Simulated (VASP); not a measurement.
# NaCl (Fm-3m) in VASP: further runs, part 2 of 2

VASP 6.6.1. Earlier steps stand in the parts before.

**3. Single point, PBE-based screened hybrid**

The input, POSCAR:

```
NaCl
1.0
    0.0000000000      2.8026988303      2.8026988303
    2.8026988303      0.0000000000      2.8026988303
    2.8026988303      2.8026988303      0.0000000000
Na Cl
1 1
Direct
    0.0000000000      0.0000000000      0.0000000000
    0.5000000000      0.5000000000      0.5000000000
```

The input, INCAR.step1:

```
  PREC = Accurate
  ENCUT = 520
  EDIFF = 1E-5
  ISMEAR = 0
  SIGMA = 0.01
  LREAL = F
  LASPH = T
  NELM = 80
  ALGO = Normal
  ISIF = 2
  LWAVE = T
  LCHARG = F
  NBANDS = 14
  GGA = PE
```

The input, INCAR.step2:

```
  PREC = Accurate
  ENCUT = 520
  EDIFF = 1E-7
  ISMEAR = 0
  SIGMA = 0.01
  LREAL = F
  LASPH = T
  NELM = 80
  ALGO = Normal
  ISIF = 2
  LWAVE = F
  LCHARG = F
  GGA = PE
  LHFCALC = T
  AEXX = 0.5
  HFSCREEN = 0.5
  PRECFOCK = Normal
  NBANDS = 14
  ISTART = 1
```

The input, KPOINTS:

```
regular mesh
0
Gamma
  4 4 4
```

Potentials or basis: VASP PAW PBE potentials, release 64 (Na_pv, Cl).

The run is started by

```sh
$ cat potpaw_PBE.64/Na_pv/POTCAR potpaw_PBE.64/Cl/POTCAR > POTCAR
$ cp INCAR.step1 INCAR
$ mpirun -np 1 vasp_std > vasp.out
$ cp INCAR.step2 INCAR
$ mpirun -np 1 vasp_std > vasp.out
```

OUTCAR:

```text
PREC = Accurate
   ENCUT = 520
   EDIFF = 1E-7
   ISMEAR = 0
   LREAL = F
   LASPH = T
   NELM = 80
   ISIF = 2
   GGA = PE
   LHFCALC = T
   AEXX = 0.5
   HFSCREEN = 0.5
   PRECFOCK = Normal
   ISTART = 1

 ion  position               nearest neighbor table
   1  0.000  0.000  0.000-
   2  0.500  0.500  0.500-

  LATTYP: Found a face centered cubic cell.
 ALAT       =     5.6053976606

  Lattice vectors:

 A1 = (   0.0000000000,   2.8026988303,   2.8026988303)
 A2 = (   2.8026988303,   0.0000000000,   2.8026988303)
 A3 = (   2.8026988303,   2.8026988303,   0.0000000000)

Analysis of symmetry for initial positions (statically):
=====================================================================
 Subroutine PRICEL returns:
 Original cell was already a primitive cell.

 Routine SETGRP: Setting up the symmetry group for a
 face centered cubic supercell.

 Subroutine GETGRP returns: Found 48 space group operations
 (whereof 48 operations were pure point group operations)
 out of a pool of 48 trial point group operations.

The static configuration has the point symmetry O_h .

Analysis of symmetry for dynamics (positions and initial velocities):
=====================================================================
 Subroutine PRICEL returns:
 Original cell was already a primitive cell.

 Routine SETGRP: Setting up the symmetry group for a
 face centered cubic supercell.

 Subroutine GETGRP returns: Found 48 space group operations
 (whereof 48 operations were pure point group operations)
 out of a pool of 48 trial point group operations.

The dynamic configuration has the point symmetry O_h .

 Subroutine INISYM returns: Found 48 space group operations
 (whereof 48 operations are pure point group operations),
 and found     1 'primitive' translations

----------------------------------------------------------------------------------------

                                     Primitive cell

  volume of cell :      44.0311

  direct lattice vectors                    reciprocal lattice vectors
     0.000000000  2.802698830  2.802698830    -0.178399475  0.178399475  0.178399475
     2.802698830  0.000000000  2.802698830     0.178399475 -0.178399475  0.178399475
     2.802698830  2.802698830  0.000000000     0.178399475  0.178399475 -0.178399475

  length of vectors
     3.963614697  3.963614697  3.963614697     0.308996955  0.308996955  0.308996955

  position of ions in fractional coordinates (direct lattice)
     0.000000000  0.000000000  0.000000000
     0.500000000  0.500000000  0.500000000

  ion indices of the primitive-cell ions
   primitive index   ion index
                 1           1
                 2           2

----------------------------------------------------------------------------------------

 KPOINTS: regular mesh

Automatic generation of k-mesh.
 Grid dimensions read from file:
 generate k-points for:    4    4    4

 Generating k-lattice:

[... 28 lines left out ...]
   total plane-waves  NPLWV =  27000
   dimension x,y,z NGX =    30 NGY =   30 NGZ =   30
   dimension x,y,z NGXF=    60 NGYF=   60 NGZF=   60
   ions per type =               1   1
   NGX,Y,Z   is equivalent  to a cutoff of  12.58, 12.58, 12.58 a.u.
   NGXF,Y,Z  is equivalent  to a cutoff of  25.17, 25.17, 25.17 a.u.
 SYSTEM =  unknown system
   PREC   = accura    normal or accurate (medium, high low for compatibility)
   ISTART =      1    job   : 0-new  1-cont  2-samecut
   ICHARG =      0    charge: 1-file 2-atom 10-const
   ISPIN  =      1    spin polarized calculation?
   LNONCOLLINEAR =      F non collinear calculations
   LSORBIT =      F    spin-orbit coupling
   LASPH  =      T    aspherical Exc in radial PAW
   ENCUT  =  520.0 eV  38.22 Ry    6.18 a.u.   7.37  7.37  7.37*2*pi/ulx,y,z
   NELM   =     80;   NELMIN=  2; NELMDL=  0     # of ELM steps
   EDIFF  = 0.1E-06   stopping-criterion for ELM
   LREAL  =      F    real-space projection
   EDIFFG = 0.1E-05   stopping-criterion for IOM
   NSW    =      0    number of steps for IOM
   IBRION =     -1    ionic relax: 0-MD 1-quasi-New 2-CG
   NFREE  =      0    steps in history (QN), initial steepest desc. (CG)
   ISIF   =      2    stress and relaxation
   ISYM   =      3    0-nonsym 1-usesym 2-fastsym
   POTIM  = 0.5000    time-step for ionic-motion
   TEBEG  =    0.0;   TEEND  =   0.0 temperature during run
   PSTRESS=    0.0 pullay stress
   NELECT =      14.0000    total number of electrons
   NUPDOWN=      -1.0000    fix difference up-down
   EMIN   =  10.00;   EMAX   =-10.00  energy-range for DOS
   EFERMI =   0.00;   METHOD = LEGACY
   ISMEAR =     0;   SIGMA  =   0.01  broadening in eV -4-tet -1-fermi 0-gaus
   EFERMI_NEDOS =   21; number of points for ismear=-14 and -15
   IALGO  =     38    algorithm
   IMIX   =      1    mixing-type and parameters
     AMIX     =   0.40;   BMIX     =  1.00
     AMIX_MAG =   1.60;   BMIX_MAG =  1.00
  volume/ion in A,a.u.               =      22.02       148.57
  Fermi-wavevector in a.u.,A,eV,Ry     =   1.117372  2.111527 16.987145  1.248520
  Thomas-Fermi vector in A             =   2.253994
   LORBIT       =      0    0 simple, 1 ext, 2 COOP (PROOUT), +10 PAW based schemes
   GGA     = PE    functional components
   LHFCALC =     T    Hartree Fock is set to
   PRECFOCK=normal    Normal, Fast or Accurate (Low or Medium for compatibility)
   ENCUT4O =  -1.0   cutoff for four orbital integrals eV
   NKREDX  =     1    reduce k-point grid by
   NKREDY  =     1    reduce k-point grid by
   NKREDZ  =     1    reduce k-point grid by
   AEXX    =    0.5000 exact exchange contribution
   HFSCREEN=    0.5000 screening length (either q_TF or 0.3 A-1)
   HFSCREENC=   0.5000 screening length for correlation (either q_TF or 0.3 A-1)
   ENCUTFOCK=  -1.0 apply spherical cutoff to Coloumb kernel
   IVDW    =     0    specifies the selected vdW correction
   LEPSILON=     F    determine dielectric tensor
   LRPA    =     F    only Hartree local field effects (RPA)
 non-spin polarized calculation
 Gauss-broadening in eV      SIGMA  =   0.01
  energy-cutoff  :      520.00
  volume of cell :       44.03
 maximum number of plane-waves:      1243
 NGX is ok and might be reduce to    30
  NGX = 24; NGY = 24; NGZ = 24

 number of electron      14.0000003 magnetization

 Free energy of the ion-electron system (eV)
  ---------------------------------------------------
  ext. energy  EPLUGINS =         0.00000000
  ---------------------------------------------------
  free energy    TOTEN  =        -8.06332315 eV

  energy without entropy =       -8.06332315  energy(sigma->0) =       -8.06332315

 E-fermi :  -1.7455     XC(G=0):  -6.2633

 val. band max:       -1.8126752334   @ k =   0.0000   0.0000   0.0000
 cond. band min:       4.8453073229   @ k =   0.0000   0.0000   0.0000
 fundamental gap:      6.6579825563
 Fermi energy:        -1.7455230027

 k-point     1 :       0.0000    0.0000    0.0000
  band No.  band energies     occupation
      1     -26.3886      2.00000
      2     -26.3886      2.00000
      3     -26.3886      2.00000
      4     -16.4786      2.00000
      5      -1.8127      2.00000
      6      -1.8127      2.00000
      7      -1.8127      2.00000
      8       4.8453      0.00000
      9      10.9182      0.00000
     10      10.9182      0.00000
     11      10.9182      0.00000
     12      13.3249      0.00000
     13      13.3249      0.00000
     14      14.6380      0.00000
[... 105 lines left out ...]
      1     -26.4008      2.00000
      2     -26.4008      2.00000
      3     -26.3976      2.00000
      4     -16.0280      2.00000
      5      -3.0945      2.00000
      6      -3.0945      2.00000
      7      -2.6172      2.00000
      8       8.7079      0.00000
      9       9.4716      0.00000
     10       9.4716      0.00000
     11      11.3354      0.00000
     12      15.9529      0.00000
     13      15.9529      0.00000
     14      16.6606      0.00000

------------------------ aborting loop because EDIFF is reached ----------------------------------------

  FORCE on cell =-STRESS in cart. coord.  units (eV):
  Direction    XX          YY          ZZ          XY          YZ          ZX
  --------------------------------------------------------------------------------------
  -------------------------------------------------------------------------------------
  Total        0.1098192      0.1098192      0.1098192      0.0000000     -0.0000000      0.0000000
  in kB        3.9960393      3.9960393      3.9960393      0.0000000     -0.0000000      0.0000000
  external PRESSURE =       3.9960393 kB  Pullay stress =       0.0000000 kB

 VOLUME and BASIS-vectors are now :
 -----------------------------------------------------------------------------
  energy-cutoff  :      520.00
  volume of cell :       44.03
      direct lattice vectors                 reciprocal lattice vectors
     0.000000000  2.802698830  2.802698830    -0.178399475  0.178399475  0.178399475
     2.802698830  0.000000000  2.802698830     0.178399475 -0.178399475  0.178399475
     2.802698830  2.802698830  0.000000000     0.178399475  0.178399475 -0.178399475

 POSITION                                       TOTAL-FORCE (eV/Angst)
 -----------------------------------------------------------------------------------
      0.00000      0.00000      0.00000         0.000000     -0.000000      0.000000
      2.80270      2.80270      2.80270        -0.000000      0.000000     -0.000000
 -----------------------------------------------------------------------------------
    total drift:                               -0.000000     -0.000000     -0.000000

  FREE ENERGIE OF THE ION-ELECTRON SYSTEM (eV)
  ---------------------------------------------------
  free  energy   TOTEN  =        -8.0633231531 eV

  energy  without entropy=       -8.0633231531  energy(sigma->0) =       -8.06332315
```

Run time: 2.6 min. Hardware: 1 thread of Intel Xeon Platinum 8559C (Emerald Rapids), shared host; peak memory 0.26 GiB.

What came out:

```
Free energy            : -8.0633 eV
Pressure               : 0.4 GPa
Band gap on the k mesh : 6.66 eV, direct
```

Caveat: the k points lie up to 0.49 Å⁻¹ apart; the PAW data sets were made with another functional, which shifts forces and pressure a little.
